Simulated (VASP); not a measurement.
A run of VASP 6.6.1:

The input INCAR:

```
PREC = Accurate
ENCUT = 410
EDIFF = 1E-6
ISMEAR = -1
SIGMA = 0.05
LREAL = Auto
LASPH = True
NELM = 120
ALGO = Normal
ISIF = 2
LWAVE = False
LCHARG = False
GGA = PS
NBANDS = 492
NELECT = 906.0
GGA_COMPAT = False
```

File KPOINTS:

```
regular mesh
0
Gamma
  1 1 1
```

POSCAR

```
Ge64Au
1.0
   11.3511840000      0.0000000000      0.0000000000
    0.0000000000     11.3511840000      0.0000000000
    0.0000000000      0.0000000000     11.3511840000
Ge Au
64 1
Direct
    0.9953690000      0.9951590000      0.9995420000
    0.9998540000      0.0052590000      0.5034460000
    0.0000530000      0.5026060000      0.0009580000
    0.9951660000      0.4967660000      0.5011950000
    0.5000430000      0.0025210000      0.0013160000
    0.4962480000      0.9955840000      0.5002100000
    0.4973810000      0.4967280000      0.9980370000
    0.4990920000      0.5139780000      0.5168500000
    0.1164490000      0.1202410000      0.1298120000
    0.1344160000      0.1260030000      0.6229850000
    0.1318650000      0.6307750000      0.1175600000
    0.1164610000      0.6218890000      0.6313020000
    0.6419550000      0.1195930000      0.1190400000
    0.6166000000      0.1196620000      0.6318750000
    0.6172060000      0.6212040000      0.1306740000
    0.6412400000      0.6288680000      0.6278820000
    0.2334590000      0.2440930000      0.9991850000
    0.2562110000      0.2524190000      0.4956510000
    0.2564970000      0.7540800000      0.9942330000
    0.2329950000      0.7532310000      0.5077890000
    0.7571540000      0.2514860000      0.9949530000
    0.7423420000      0.2424810000      0.5090830000
    0.7400290000      0.7471020000      0.0039510000
    0.7571020000      0.7532900000      0.4967910000
    0.3751320000      0.3602500000      0.1099190000
    0.3760670000      0.3772540000      0.6280330000
    0.3769070000      0.8782260000      0.1258220000
    0.3744380000      0.8708760000      0.6253950000
    0.8783260000      0.3768810000      0.1248880000
    0.8743340000      0.3707820000      0.6255370000
    0.8744610000      0.8681880000      0.1234160000
    0.8778870000      0.8787260000      0.6269360000
    0.2462330000      0.9980630000      0.2502380000
    0.2518010000      0.9994040000      0.7512210000
    0.2370340000      0.5034550000      0.2513100000
    0.2463090000      0.4991960000      0.7512410000
    0.7551790000      0.9955370000      0.2526530000
    0.7470890000      0.9974790000      0.7520210000
    0.7506730000      0.5001710000      0.2488080000
    0.7548080000      0.4972840000      0.7541120000
    0.3773680000      0.1208640000      0.3721390000
    0.3733840000      0.1263860000      0.8804080000
    0.3712740000      0.6416790000      0.3892820000
    0.3779450000      0.6230380000      0.8715310000
    0.8730710000      0.1261350000      0.3800630000
    0.8790640000      0.1222240000      0.8707830000
    0.8790540000      0.6236980000      0.3729000000
    0.8729610000      0.6275660000      0.8821760000
    0.9941930000      0.2499050000      0.2534130000
    0.0012360000      0.2455100000      0.7442990000
    0.0011950000      0.7469930000      0.2465120000
    0.9942130000      0.7511620000      0.7552460000
    0.5027000000      0.2311800000      0.2363400000
    0.4951440000      0.2506370000      0.7546500000
    0.4957460000      0.7528720000      0.2538210000
    0.5009440000      0.7466660000      0.7461450000
    0.1227330000      0.3732990000      0.3774250000
    0.1194110000      0.3754630000      0.8728780000
    0.1188660000      0.8772030000      0.3744970000
    0.1257220000      0.8760400000      0.8743890000
    0.6374130000      0.3699410000      0.3752330000
    0.6268080000      0.3739460000      0.8753720000
    0.6268020000      0.8749960000      0.3765130000
    0.6222920000      0.8735450000      0.8756540000
    0.4365830000      0.4353180000      0.3144110000
```

Potentials or basis: VASP PAW PBE potentials, release 64 (Ge_d, Au).

Command:

```console
$ cat potpaw_PBE.64/Ge_d/POTCAR potpaw_PBE.64/Au/POTCAR > POTCAR
$ mpirun -np 1 vasp_gam > vasp.out
```

Hardware: 1 thread of Intel Xeon 8259CL, on a shared host.

Q: How long does it take, and how much memory?

A: Run time: 33 min on 1 thread of Intel Xeon 8259CL, with other jobs on the host, peak memory 1 GiB. Counts: scf iterations 18, k points 1.
